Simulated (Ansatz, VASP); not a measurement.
## CsPbCl3: VASP beside Ansatz

The input INCAR:

```
ALGO = Normal ; EDIFF = 1E-7
ENCUT = 520 ; GGA = PS
ISIF = 2 ; ISMEAR = 0
LASPH = T ; LCHARG = F
LREAL = F ; LWAVE = F
NBANDS = 30 ; NELM = 100
PREC = Accurate ; SIGMA = 0.05
```

File KPOINTS:

```
k-points
0
Gamma
  6 6 6
```

File POSCAR:

```
CsPbCl3
1.0
    5.6050000000      0.0000000000      0.0000000000
    0.0000000000      5.6050000000      0.0000000000
    0.0000000000      0.0000000000      5.7451250000
Cs Pb Cl
1 1 3
Direct
    0.0000000000      0.0000000000      0.0000000000
    0.5000000000      0.5000000000      0.5000000000
    0.0000000000      0.5000000000      0.5000000000
    0.5000000000      0.0000000000      0.5000000000
    0.5000000000      0.5000000000      0.0000000000
```

Input for Ansatz:

```yaml
crystal:
  lattice:
    - [5.605, 0.0, 0.0]
    - [0.0, 5.605, 0.0]
    - [0.0, 0.0, 5.745125]
  atoms:
    - { symbol: Cs, position: [0.0, 0.0, 0.0] }
    - { symbol: Pb, position: [0.5, 0.5, 0.5] }
    - { symbol: Cl, position: [0.0, 0.5, 0.5] }
    - { symbol: Cl, position: [0.5, 0.0, 0.5] }
    - { symbol: Cl, position: [0.5, 0.5, 0.0] }
basis:
  ecutwfc: 420
kpoints:
  mp_grid: { grid: [6, 6, 6] }
hamiltonian:
  xc: pbesol
scf:
  occupations: { method: gaussian, width: 0.05 }
output:
  forces: true
  stress: true
  eigenvalues: true
```

Change from the starting cell: strain +0.000 along x and y, +0.025 along z, atoms carried along.

Alike in both runs: task single point; functional PBEsol; k mesh 6 × 6 × 6; occupations gaussian, width 0.05 eV; no spin polarisation.

|  | VASP | Ansatz |
| --- | --- | --- |
| version | VASP 6.6.1 | Ansatz 0.2.0 |
| potentials or method | VASP PAW PBE potentials, release 64 (Cs_sv, Pb_d, Cl), cutoff 520 eV | scalar-relativistic, plane waves, PAW |
| valence electrons in the cell | 44 | 44 |

|  | VASP | Ansatz | Ansatz less VASP |
| --- | --- | --- | --- |
| gap on the k mesh at the Fermi level (eV) | 1.79 | 1.78 | -0.005 |
| least direct gap on the mesh (eV) | 1.79 | 1.78 | -0.005 |
| pressure (GPa) | -0.4 | -0.4 | +0.03 |
| traceless stress, the component that is largest in VASP (GPa) | -0.75 | -0.74 | +0.002 |

VASP's potentials were made for PBE, not for PBEsol. The functional is the same, so the differences come from potentials, cutoffs and numerics.

Spin-orbit coupling is off throughout.
